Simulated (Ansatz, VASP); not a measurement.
# CdTe in VASP and in Ansatz

```
Cd Te
1.0
     0.00000    3.20500    3.01270
     3.20500    0.00000    3.01270
     3.20500    3.20500    0.00000
Cd Te
1 1
Direct
  0.00000 0.00000 0.00000
  0.75000 0.75000 0.75000
```

Change from the starting cell: strain -0.0600 x Voigt [0, 0, 1, 0, 0, 0], atoms carried along.

Alike in both runs: task single point; functional LDA; k mesh 8 × 8 × 8; occupations gaussian, width 0.05 eV; no spin polarisation.

|  | VASP | Ansatz |
| --- | --- | --- |
| version | VASP 6.6.1 | Ansatz 0.2.0 |
| potentials or method | VASP PAW LDA potentials, release 64 (Cd, Te), cutoff 520 eV | scalar-relativistic, plane waves, PAW |
| valence electrons in the cell | 18 | 36 |

Ansatz gave:

* gap on the k mesh at the Fermi level (eV): 0.66
* least direct gap on the mesh (eV): 0.66
* pressure (GPa): 3.2
* traceless stress, the component that is largest in VASP (GPa): 0.54

Question: What did VASP give for the same quantities?

Answer: gap on the k mesh at the Fermi level (eV): 0.71; least direct gap on the mesh (eV): 0.71; pressure (GPa): 3.5; traceless stress, the component that is largest in VASP (GPa): 0.53.

LDA's correlation is that of Perdew and Zunger in VASP and of Perdew and Wang (1992) in Ansatz. VASP's potentials hold 18 valence electrons a cell and Ansatz's 36, so a difference there can come from the potentials and not from the codes.

Spin-orbit coupling is off throughout.
